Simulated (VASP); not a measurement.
# VSi2 (lda) (P6_222) in VASP: notebook, part 2 of 2

VASP 6.6.1.

## (3) Relaxation of cell and atoms, LDA

This run uses another cell than the first one, of 12.50 Å³/atom, 1.026 times its volume.

INCAR

```
PREC = Accurate ; ENCUT = 600
EDIFF = 1E-6 ; ISMEAR = 0
SIGMA = 0.1 ; LREAL = False
LASPH = True ; NELM = 100
ALGO = Normal ; ISIF = 3
LWAVE = False ; LCHARG = False
GGA = CA ; IBRION = 2
NSW = 100 ; EDIFFG = -0.002
```

KPOINTS

```
regular mesh
0
Gamma
  9 9 6
```

POSCAR

```
VSi2
1.0
    4.5347995800      0.0000000000      0.0000000000
   -2.2673997900      3.9272516400      0.0000000000
    0.0000000000      0.0000000000      6.3189006300
V Si
3 6
Direct
    0.0000000000      0.5000000000      0.1666666700
    0.5000000000      0.5000000000      0.8333333300
    0.5000000000      0.0000000000      0.5000000000
    0.8375067800      0.6750135500      0.5000000000
    0.1624932300      0.8375067800      0.8333333300
    0.6750135500      0.8375067800      0.1666666700
    0.1624932200      0.3249864500      0.5000000000
    0.8375067800      0.1624932200      0.8333333300
    0.3249864500      0.1624932300      0.1666666700
```

Potentials or basis: VASP PAW LDA potentials, release 64 (V_sv, Si).

Command:

```
cat potpaw_LDA.64/V_sv/POTCAR potpaw_LDA.64/Si/POTCAR > POTCAR
mpirun -np 1 vasp_std > vasp.out
```

OUTCAR:

```text
PREC = Accurate
   ENCUT = 600
   EDIFF = 1E-6
   ISMEAR = 0
   LREAL = False
   LASPH = True
   NELM = 100
   ISIF = 3
   GGA = CA
   IBRION = 2
   NSW = 100
   EDIFFG = -0.002

 ion  position               nearest neighbor table
   1  0.000  0.500  0.167-   4 2.49   7 2.49   5 2.49   8 2.49   9 2.60   6 2.60   6 2.60   9 2.60
                             6 2.65   9 2.65
   2  0.500  0.500  0.833-   4 2.49   7 2.49   9 2.49   6 2.49   8 2.60   5 2.60   8 2.60   5 2.60
                             5 2.65   8 2.65
   3  0.500  0.000  0.500-   5 2.49   6 2.49   9 2.49   8 2.49   7 2.60   4 2.60   7 2.60   4 2.60
                             7 2.65   4 2.65
   4  0.838  0.675  0.500-   5 2.46   6 2.46   1 2.49   2 2.49   7 2.55   3 2.60   3 2.60   3 2.65
                             7 2.65   7 2.65   8 3.05   9 3.05   9 3.14   8 3.14
   5  0.162  0.838  0.833-   4 2.46   9 2.46   3 2.49   1 2.49   8 2.55   2 2.60   2 2.60   2 2.65
                             8 2.65   8 2.65   7 3.05   6 3.05   7 3.14   6 3.14
   6  0.675  0.838  0.167-   4 2.46   8 2.46   3 2.49   2 2.49   9 2.55   1 2.60   1 2.60   1 2.65
                             9 2.65   9 2.65   7 3.05   5 3.05   7 3.14   5 3.14
   7  0.162  0.325  0.500-   8 2.46   9 2.46   1 2.49   2 2.49   4 2.55   3 2.60   3 2.60   3 2.65
                             4 2.65   4 2.65   6 3.05   5 3.05   5 3.14   6 3.14
   8  0.838  0.162  0.833-   7 2.46   6 2.46   3 2.49   1 2.49   5 2.55   2 2.60   2 2.60   2 2.65
                             5 2.65   5 2.65   4 3.05   9 3.05   4 3.14   9 3.14
   9  0.325  0.162  0.167-   7 2.46   5 2.46   3 2.49   2 2.49   6 2.55   1 2.60   1 2.60   1 2.65
                             6 2.65   6 2.65   4 3.05   8 3.05   4 3.14   8 3.14

  LATTYP: Found a hexagonal cell.
 ALAT       =     4.5347995800
 C/A-ratio  =     1.3934244543

  Lattice vectors:

 A1 = (   4.5347995800,   0.0000000000,   0.0000000000)
 A2 = (  -2.2673997900,   3.9272516400,   0.0000000000)
 A3 = (   0.0000000000,   0.0000000000,   6.3189006300)

Analysis of symmetry for initial positions (statically):
=====================================================================
 Subroutine PRICEL returns:
 Original cell was already a primitive cell.

 Routine SETGRP: Setting up the symmetry group for a
 hexagonal supercell.

[... 161 lines left out ...]
   AEXX    =    0.0000 exact exchange contribution
   IVDW    =     0    specifies the selected vdW correction
   LEPSILON=     F    determine dielectric tensor
   LRPA    =     F    only Hartree local field effects (RPA)
 conjugate gradient relaxation of ions
 non-spin polarized calculation
 Gauss-broadening in eV      SIGMA  =   0.10
  energy-cutoff  :      600.00
  volume of cell :      112.54
 maximum number of plane-waves:      3792
   NGX = 19   NGY = 19   NGZ = 25

--------------------------------------- Ionic step        1  -------------------------------------------

 number of electron      63.0000017 magnetization

 Free energy of the ion-electron system (eV)
  ---------------------------------------------------
  ext. energy  EPLUGINS =         0.00000000
  ---------------------------------------------------
  free energy    TOTEN  =       -70.79553911 eV

  energy without entropy =      -70.76132931  energy(sigma->0) =      -70.77843421

------------------------ aborting loop because EDIFF is reached ----------------------------------------

  FORCE on cell =-STRESS in cart. coord.  units (eV):
  Direction    XX          YY          ZZ          XY          YZ          ZX
  --------------------------------------------------------------------------------------
  -------------------------------------------------------------------------------------
  Total       -3.1797739     -3.1797739     -2.9637747      0.0000000      0.0000000      0.0000000
  in kB      -45.2708310    -45.2708311    -42.1956236      0.0000000      0.0000000      0.0000000
  external PRESSURE =     -44.2457619 kB  Pullay stress =       0.0000000 kB
[... 331 lines left out ...]
--------------------------------------- Ionic step        9  -------------------------------------------

 number of electron      63.0000008 magnetization

 Free energy of the ion-electron system (eV)
  ---------------------------------------------------
  ext. energy  EPLUGINS =         0.00000000
  ---------------------------------------------------
  free energy    TOTEN  =       -70.83590586 eV

  energy without entropy =      -70.80131092  energy(sigma->0) =      -70.81860839

 E-fermi :  11.7475     XC(G=0): -12.5559

 val. band max:       11.7443939148   @ k =   0.3333   0.3333   0.3333
 cond. band min:      11.7647687208   @ k =   0.3333   0.1111   0.3333
 fundamental gap:      0.0203748061
 Fermi energy:        11.7475166553

 k-point     1 :       0.0000    0.0000    0.0000
  band No.  band energies     occupation
      1     -51.3445      2.00000
      2     -51.3245      2.00000
      3     -51.3245      2.00000
      4     -25.7635      2.00000
      5     -25.7635      2.00000
      6     -25.7329      2.00000
[... 949 lines left out ...]
     36      13.6669      0.00000
     37      14.0146      0.00000

 [... further k-points ...]
[... 5 lines left out ...]
  --------------------------------------------------------------------------------------
  -------------------------------------------------------------------------------------
  Total       -0.0143085     -0.0143085      0.0022110      0.0000000      0.0000000     -0.0000000
  in kB       -0.2087445     -0.2087445      0.0322566      0.0000000      0.0000000     -0.0000000
  external PRESSURE =      -0.1284108 kB  Pullay stress =       0.0000000 kB
[... 24 lines left out ...]
  FREE ENERGIE OF THE ION-ELECTRON SYSTEM (eV)
  ---------------------------------------------------
  free  energy   TOTEN  =       -70.8359058589 eV

  energy  without entropy=      -70.8013109222  energy(sigma->0) =      -70.81860839

 reached required accuracy - stopping structural energy minimisation
```

OSZICAR:

```text
N       E                     dE             d eps       ncg     rms          rms(c)
DAV:   1     0.766016052308E+03    0.76602E+03   -0.36067E+04  3840   0.189E+03
DAV:   2    -0.696824121351E+01   -0.77298E+03   -0.75855E+03  3560   0.541E+02
DAV:   3    -0.755237800923E+02   -0.68556E+02   -0.66162E+02  4721   0.139E+02
DAV:   4    -0.779000023281E+02   -0.23762E+01   -0.23482E+01  4496   0.254E+01
[... 69 lines left out ...]
DAV:   1    -0.708359969515E+02   -0.10082E-03   -0.19391E-03  4009   0.416E-01    0.111E-01
DAV:   2    -0.708359831655E+02    0.13786E-04   -0.19196E-03  4655   0.280E-01    0.781E-02
DAV:   3    -0.708359088179E+02    0.74348E-04   -0.62545E-04  4582   0.146E-01    0.170E-02
DAV:   4    -0.708359059597E+02    0.28582E-05   -0.17971E-05  4261   0.312E-02    0.373E-03
DAV:   5    -0.708359058589E+02    0.10079E-06   -0.61816E-07  2201   0.604E-03
   9 F= -.70835906E+02 E0= -.70818608E+02  d E =-.126365E-04
```

Wall time 14 min (1 thread of Intel Xeon Platinum 8488C (Sapphire Rapids), shared host); peak memory 0.31 GiB.

Results:

| Item | Value |
| --- | --- |
| Free energy | -70.8359 eV |
| Relaxed volume | 12.20 Å³/atom |
| Relaxed cell | a = 4.493 Å, b = 4.493 Å, c = 6.281 Å, α = 90.00°, β = 90.00°, γ = 120.00° |
| Space group after relaxing (to 0.05 Å) | P6_222 (No. 180) |
| Energy gained by relaxing | 4.5 meV/atom |
| Ionic steps | 9 |
| Pressure after relaxing | 0.0 GPa |

Step by step:
| step | energy change (eV) | largest force (eV/Å) | pressure (GPa) | volume (Å³) |
| --- | --- | --- | --- | --- |
| 1 | 0.0000 | 0.0854 | -4.42 | 112.54 |
| 2 | 0.0076 | 0.0611 | 5.44 | 107.00 |
| 3 | -0.0387 | 0.0752 | 0.06 | 109.84 |
| 4 | -0.0402 | 0.0263 | 0.01 | 109.82 |
| 5 | -0.0403 | 0.0178 | 0.05 | 109.82 |
| 6 | -0.0404 | 0.0003 | -0.11 | 109.87 |
| 7 | -0.0404 | 0.0023 | -0.08 | 109.86 |
| 8 | -0.0404 | 0.0024 | 0.10 | 109.79 |
| 9 | -0.0404 | 0.0005 | -0.01 | 109.82 |

Final structure:
```
V Si
1.0
     4.49311    0.00000    0.00000
    -2.24656    3.89115    0.00000
     0.00000    0.00000    6.28150
V Si
3 6
Cartesian
  -1.1233 1.9456 1.0469
  1.1233 1.9456 5.2346
  2.2466 0.0000 3.1407
  2.2466 2.6197 3.1407
  -1.1454 3.2554 5.2346
  1.1454 3.2554 1.0469
  0.0000 1.2715 3.1407
  3.3920 0.6357 5.2346
  1.1011 0.6357 1.0469
```

Levels at points of the mesh, in eV from the Fermi level:
```csv
k point,band 28,band 29,band 30,band 31,band 32,band 33,band 34,band 35,band 36,band 37
"(0.00, 0.00, 0.00)",-2.15,-2.15,-1.89,-1.89,-1.71,0.35,2.21,2.56,2.56,2.63
"(0.00, 0.00, 0.50)",-1.98,-1.91,-1.91,-1.69,0.54,0.54,2.23,2.59,2.64,2.71
```

## (4) Single point, LDA

This run uses another cell than the first one, of 12.50 Å³/atom, 1.026 times its volume.

INCAR

```
ALGO = Normal
EDIFF = 1E-6
ENCUT = 520
ISIF = 2
ISMEAR = 0
LASPH = True
LCHARG = True
LELF = True
LREAL = False
LVHAR = True
LWAVE = False
NBANDS = 42
NELM = 100
PREC = Accurate
SIGMA = 0.1
```

KPOINTS

```
k-points
0
Gamma
  6 6 4
```

POSCAR is that of step 3.

Command:

```
cat potpaw_LDA.64/V_sv/POTCAR potpaw_LDA.64/Si/POTCAR > POTCAR
mpirun -np 1 vasp_std > vasp.out
```

It took 89 s on 1 thread of Intel Xeon Platinum 8488C (Sapphire Rapids), shared host; peak memory 0.23 GiB.

It converged, with:

| Item | Value |
| --- | --- |
| Free energy | -70.8019 eV |
| Pressure | -4.4 GPa |
| Largest force | 0.115 eV/Å |

Forces on the atoms (eV/Å):
```
V    0.000  0.000  0.000
V    0.000  0.000  0.000
V    0.000  0.000  0.000
Si   0.000 -0.115  0.000
Si   0.100 -0.058  0.000
Si  -0.100 -0.058  0.000
Si   0.000  0.115  0.000
Si  -0.100  0.058  0.000
Si   0.100  0.058  0.000
```

Stress tensor (GPa, compression positive):
```
-4.65  0.00  0.00
 0.00 -4.65  0.00
 0.00  0.00 -3.98
```

Levels at points of the mesh, in eV from the Fermi level:
| k point | band 29 | band 30 | band 31 | band 32 | band 33 | band 34 | band 35 | band 36 |
| --- | --- | --- | --- | --- | --- | --- | --- | --- |
| (0.00, 0.00, 0.00) | -2.12 | -1.81 | -1.81 | -1.65 | 0.37 | 2.14 | 2.48 | 2.48 |
| (0.50, 0.00, 0.00) | -0.72 | -0.59 | -0.12 | 0.05 | 0.43 | 1.06 | 1.43 | 1.50 |
| (0.00, 0.00, 0.50) | -1.85 | -1.85 | -1.61 | 0.55 | 0.55 | 2.13 | 2.50 | 2.56 |
| (0.50, 0.00, 0.50) | -1.42 | -1.27 | -0.46 | -0.06 | 0.85 | 1.29 | 1.76 | 1.82 |

## (5) The runs side by side

```csv
task,cell,k mesh,cutoff (eV),gap on the mesh (eV),pressure (GPa)
single point,"a = 4.491, b = 4.491, c = 6.279 Å, angles 90.0, 90.0, 120.0°, 9 atoms",9 × 9 × 6,520,none,0.3
relaxation of cell and atoms,"relaxed from a = 4.535, b = 4.535, c = 6.319 Å, angles 90.0, 90.0, 120.0°, 9 atoms",9 × 9 × 6,600,none,0.0
single point,"a = 4.535, b = 4.535, c = 6.319 Å, angles 90.0, 90.0, 120.0°, 9 atoms",6 × 6 × 4,520,none,-4.4
```

Alike in all rows: level LDA; potentials or basis VASP PAW LDA potentials, release 64 (V_sv, Si); no spin polarisation; smearing gaussian 0.1 eV.

Absolute energies hang on the potentials; compare differences alone.
